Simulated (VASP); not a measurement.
# In2Sb (P6_3/mmc) in VASP: single point with r2SCAN

Aim: the single point of In2Sb with r2SCAN.

All numbers are computed with VASP 6.6.1; they aren't measurements. Logs are shortened: lines on timing, memory, paths and dates and some standing lists are left out, and cuts for length are marked.

**1. The cell of the first run**

Symmetry: P6_3/mmc, No. 194, hexagonal system. Conventional cell: a = 5.578 Å, b = 5.578 Å, c = 6.641 Å, α = 90.00°, β = 90.00°, γ = 120.00°. In (site symmetry -6m2) has 5 Sb at 3.22 to 3.32 Å and 6 In at 3.62 Å within 4.2 Å. In (site symmetry -3m) has 8 In at 3.32 to 3.62 Å and 6 Sb at 3.62 Å within 4.4 Å. Sb (site symmetry -6m2) has 11 In at 3.22 to 3.62 Å within 4.2 Å.

**2. Single point, r2SCAN (strain +0.030 along x and y, +0.030 along z)**

File POSCAR:

```
In2Sb
1.0
    5.5779255825      0.0000000000      0.0000000000
   -2.7889627913      4.8306252549      0.0000000000
    0.0000000000      0.0000000000      6.6407381795
In Sb
4 2
Direct
    0.6666666667      0.3333333333      0.2500000000
    0.3333333333      0.6666666667      0.7500000000
    0.0000000000      0.0000000000      0.5000000000
    0.0000000000      0.0000000000      0.0000000000
    0.6666666667      0.3333333333      0.7500000000
    0.3333333333      0.6666666667      0.2500000000
```

File INCAR.step1:

```
SYSTEM = In2Sb
  PREC = Accurate
  ENCUT = 550
  ISMEAR = 0
  SIGMA = 0.15
  LREAL = .FALSE.
  LASPH = .TRUE.
  NELM = 120
  NBANDS = 40
  GGA = PE
  ALGO = Normal
  EDIFF = 1E-5
  LWAVE = .TRUE.
  LCHARG = .FALSE.
  GGA_COMPAT = .FALSE.
```

File INCAR.step2:

```
SYSTEM = In2Sb
  PREC = Accurate
  ENCUT = 550
  EDIFF = 1E-6
  ISMEAR = 0
  SIGMA = 0.15
  LREAL = .FALSE.
  LASPH = .TRUE.
  NELM = 120
  ALGO = Normal
  ISIF = 2
  LWAVE = .FALSE.
  LCHARG = .FALSE.
  METAGGA = R2SCAN
  LMIXTAU = .TRUE.
  NBANDS = 40
  ISTART = 1
  GGA_COMPAT = .FALSE.
```

File KPOINTS:

```
Automatic mesh
0
G
  12 12 8
  0 0 0
```

Potentials or basis: VASP PAW PBE potentials, release 64 (In_d, Sb).

Launch:

```console
> cat potpaw_PBE.64/In_d/POTCAR potpaw_PBE.64/Sb/POTCAR > POTCAR
> cp INCAR.step1 INCAR
> mpirun -np 1 vasp_std > vasp.out
> cp INCAR.step2 INCAR
> mpirun -np 1 vasp_std > vasp.out
```

OUTCAR:

```text
SYSTEM = In2Sb
   PREC = Accurate
   ENCUT = 550
   EDIFF = 1E-6
   ISMEAR = 0
   LREAL = .FALSE.
   LASPH = .TRUE.
   NELM = 120
   ISIF = 2
   METAGGA = R2SCAN
   ISTART = 1

 ion  position               nearest neighbor table
   1  0.667  0.333  0.250-   6 3.22   6 3.22   6 3.22   5 3.32   5 3.32   3 3.62   4 3.62   3 3.62
                             4 3.62   3 3.62   4 3.62
   2  0.333  0.667  0.750-   5 3.22   5 3.22   5 3.22   6 3.32   6 3.32   3 3.62   4 3.62   4 3.62
                             3 3.62   4 3.62   3 3.62
   3  0.000  0.000  0.500-   4 3.32   4 3.32   1 3.62   5 3.62   6 3.62   2 3.62   1 3.62   5 3.62
                             2 3.62   6 3.62   1 3.62   5 3.62   2 3.62   6 3.62
   4  0.000  0.000  0.000-   3 3.32   3 3.32   1 3.62   5 3.62   6 3.62   2 3.62   1 3.62   5 3.62
                             2 3.62   6 3.62   1 3.62   5 3.62   2 3.62   6 3.62
   5  0.667  0.333  0.750-   2 3.22   2 3.22   2 3.22   1 3.32   1 3.32   3 3.62   4 3.62   3 3.62
                             4 3.62   3 3.62   4 3.62
   6  0.333  0.667  0.250-   1 3.22   1 3.22   1 3.22   2 3.32   2 3.32   3 3.62   4 3.62   4 3.62
                             3 3.62   4 3.62   3 3.62

  LATTYP: Found a hexagonal cell.
 ALAT       =     5.5779255825
 C/A-ratio  =     1.1905390420

  Lattice vectors:

 A1 = (   5.5779255825,   0.0000000000,   0.0000000000)
 A2 = (  -2.7889627913,   4.8306252549,   0.0000000000)
 A3 = (   0.0000000000,   0.0000000000,   6.6407381795)

Analysis of symmetry for initial positions (statically):
=====================================================================
 Subroutine PRICEL returns:
 Original cell was already a primitive cell.

 Routine SETGRP: Setting up the symmetry group for a
 hexagonal supercell.

 Subroutine GETGRP returns: Found 24 space group operations
 (whereof 12 operations were pure point group operations)
 out of a pool of 24 trial point group operations.

The static configuration has the point symmetry D_3d.
 The point group associated with its full space group is D_6h.

Analysis of symmetry for dynamics (positions and initial velocities):
=====================================================================
 Subroutine PRICEL returns:
 Original cell was already a primitive cell.

 Routine SETGRP: Setting up the symmetry group for a
 hexagonal supercell.

 Subroutine GETGRP returns: Found 24 space group operations
 (whereof 12 operations were pure point group operations)
 out of a pool of 24 trial point group operations.

The dynamic configuration has the point symmetry D_3d.
 The point group associated with its full space group is D_6h.

 Subroutine INISYM returns: Found 24 space group operations
 (whereof 12 operations are pure point group operations),
[... 107 lines left out ...]
   NSW    =      0    number of steps for IOM
[... 5 lines left out ...]
   TEBEG  =    0.0;   TEEND  =   0.0 temperature during run
   PSTRESS=    0.0 pullay stress
   NELECT =      62.0000    total number of electrons
   NUPDOWN=      -1.0000    fix difference up-down
   EMIN   =  10.00;   EMAX   =-10.00  energy-range for DOS
   EFERMI =   0.00;   METHOD = LEGACY
   ISMEAR =     0;   SIGMA  =   0.15  broadening in eV -4-tet -1-fermi 0-gaus
   EFERMI_NEDOS =   21; number of points for ismear=-14 and -15
   IALGO  =     38    algorithm
   IMIX   =      4    mixing-type and parameters
     AMIX     =   0.40;   BMIX     =  1.00
     AMIX_MAG =   1.60;   BMIX_MAG =  1.00
  volume/ion in A,a.u.               =      29.82       201.25
  Fermi-wavevector in a.u.,A,eV,Ry     =   1.149850  2.172902 17.989016  1.322155
  Thomas-Fermi vector in A             =   2.286517
   LORBIT       =      0    0 simple, 1 ext, 2 COOP (PROOUT), +10 PAW based schemes
   METAGGA = R2SCAN    functional components
   LHFCALC =     F    Hartree Fock is set to
   AEXX    =    0.0000 exact exchange contribution
   IVDW    =     0    specifies the selected vdW correction
   LEPSILON=     F    determine dielectric tensor
   LRPA    =     F    only Hartree local field effects (RPA)
 non-spin polarized calculation
 Gauss-broadening in eV      SIGMA  =   0.15
  energy-cutoff  :      550.00
  volume of cell :      178.93
 maximum number of plane-waves:      5287
 NGX is ok and might be reduce to    48
   NGX = 21   NGY = 21   NGZ = 25

 number of electron      62.0000002 magnetization

 Free energy of the ion-electron system (eV)
  ---------------------------------------------------
  ext. energy  EPLUGINS =         0.00000000
  ---------------------------------------------------
  free energy    TOTEN  =      -141.51538695 eV

  energy without entropy =     -141.49170138  energy(sigma->0) =     -141.50354417

 E-fermi :   6.4097     XC(G=0): -10.2602

 val. band max:        6.4026302220   @ k =   0.0833   0.0000   0.2500
 cond. band min:       6.4643998304   @ k =   0.4167   0.1667   0.1250
 fundamental gap:      0.0617696084
 Fermi energy:         6.4096965133

 k-point     1 :       0.0000    0.0000    0.0000
  band No.  band energies     occupation
      1      -8.9332      2.00000
      2      -8.8657      2.00000
      3      -8.8657      2.00000
      4      -8.8102      2.00000
      5      -8.8102      2.00000
      6      -8.7699      2.00000
[... 1021 lines left out ...]
     39      10.7097      0.00000
     40      11.1997      0.00000

 [... further k-points ...]

------------------------ aborting loop because EDIFF is reached ----------------------------------------

  FORCE on cell =-STRESS in cart. coord.  units (eV):
  Direction    XX          YY          ZZ          XY          YZ          ZX
  --------------------------------------------------------------------------------------
  -------------------------------------------------------------------------------------
  Total       -3.4426831     -3.4426831     -3.5988481      0.0000000      0.0000000     -0.0000000
  in kB      -30.8258606    -30.8258606    -32.2241654      0.0000000      0.0000000     -0.0000000
  external PRESSURE =     -31.2919622 kB  Pullay stress =       0.0000000 kB

 VOLUME and BASIS-vectors are now :
 -----------------------------------------------------------------------------
  energy-cutoff  :      550.00
  volume of cell :      178.93
      direct lattice vectors                 reciprocal lattice vectors
     5.577925582  0.000000000  0.000000000     0.179278118  0.103506270  0.000000000
    -2.788962791  4.830625255  0.000000000     0.000000000  0.207012539  0.000000000
     0.000000000  0.000000000  6.640738179     0.000000000  0.000000000  0.150585669

 POSITION                                       TOTAL-FORCE (eV/Angst)
 -----------------------------------------------------------------------------------
      2.78896      1.61021      1.66018        -0.000000      0.000000      0.000000
     -0.00000      3.22042      4.98055         0.000000     -0.000000     -0.000000
      0.00000      0.00000      3.32037        -0.000000      0.000000      0.000000
      0.00000      0.00000      0.00000        -0.000000      0.000000      0.000000
      2.78896      1.61021      4.98055        -0.000000      0.000000      0.000000
     -0.00000      3.22042      1.66018         0.000000     -0.000000      0.000000
 -----------------------------------------------------------------------------------
    total drift:                               -0.000000     -0.000000     -0.000000

  FREE ENERGIE OF THE ION-ELECTRON SYSTEM (eV)
  ---------------------------------------------------
  free  energy   TOTEN  =      -141.5153869535 eV

  energy  without entropy=     -141.4917013776  energy(sigma->0) =     -141.50354417
```

OUTCAR.step1:

```text
SYSTEM = In2Sb
   PREC = Accurate
   ENCUT = 550
   ISMEAR = 0
   LREAL = .FALSE.
   LASPH = .TRUE.
[... 1278 lines left out ...]
      0.00000      0.00000      0.00000         0.000000      0.000000      0.000000
      2.78896      1.61021      4.98055         0.000000     -0.000000      0.000000
     -0.00000      3.22042      1.66018        -0.000000      0.000000      0.000000
 -----------------------------------------------------------------------------------
    total drift:                               -0.000000     -0.000000     -0.000000

  FREE ENERGIE OF THE ION-ELECTRON SYSTEM (eV)
  ---------------------------------------------------
  free  energy   TOTEN  =       -18.4701136606 eV

  energy  without entropy=      -18.4428746519  energy(sigma->0) =      -18.45649416
```

OSZICAR.step1:

```text
N       E                     dE             d eps       ncg     rms          rms(c)
DAV:   1     0.592804737442E+03    0.59280E+03   -0.28562E+04  7600   0.186E+03
DAV:   2     0.461318289215E+02   -0.54667E+03   -0.53438E+03  7640   0.474E+02
DAV:   3    -0.157045728848E+02   -0.61836E+02   -0.59886E+02  9216   0.176E+02
DAV:   4    -0.185054327785E+02   -0.28009E+01   -0.27902E+01  8976   0.393E+01
DAV:   5    -0.186585402856E+02   -0.15311E+00   -0.15309E+00 12080   0.784E+00    0.426E+00
DAV:   6    -0.184852039024E+02    0.17334E+00   -0.33899E-01 10120   0.547E+00    0.230E+00
DAV:   7    -0.184727974472E+02    0.12406E-01   -0.13240E-01  9496   0.231E+00    0.695E-01
DAV:   8    -0.184701050487E+02    0.26924E-02   -0.15034E-02  9560   0.114E+00    0.280E-01
DAV:   9    -0.184700955227E+02    0.95260E-05   -0.25309E-03  9720   0.596E-01    0.106E-01
DAV:  10    -0.184701096660E+02   -0.14143E-04   -0.26475E-04 13064   0.210E-01    0.750E-02
DAV:  11    -0.184701134391E+02   -0.37731E-05   -0.10527E-04 10128   0.156E-01    0.504E-02
DAV:  12    -0.184701136606E+02   -0.22154E-06   -0.24034E-05  5152   0.102E-01
   1 F= -.18470114E+02 E0= -.18456494E+02  d E =-.272390E-01
```

Run time: 31 min. Hardware: 1 thread of AMD EPYC 9R45 (Zen 5), shared host; peak memory 0.75 GiB.

Results:

| Item | Value |
| --- | --- |
| Free energy | -141.5154 eV |
| Pressure | -3.1 GPa |
| Band gap on the k mesh | zero (bands 31 and 32 overlap by 1.95 eV) |

Stress tensor (GPa, compression positive):
```
-3.08  0.00  0.00
 0.00 -3.08  0.00
 0.00  0.00 -3.22
```

Caveat: the cell differs from its parent crystal (strain +0.030 along x and y, +0.030 along z); the cell stands under tension; the PAW data sets were made with another functional, which shifts forces and pressure a little; spin-orbit coupling is left out, which moves the levels of the heavy elements.

The gap in the log of VASP goes by the Fermi energy; the results here count the filled bands.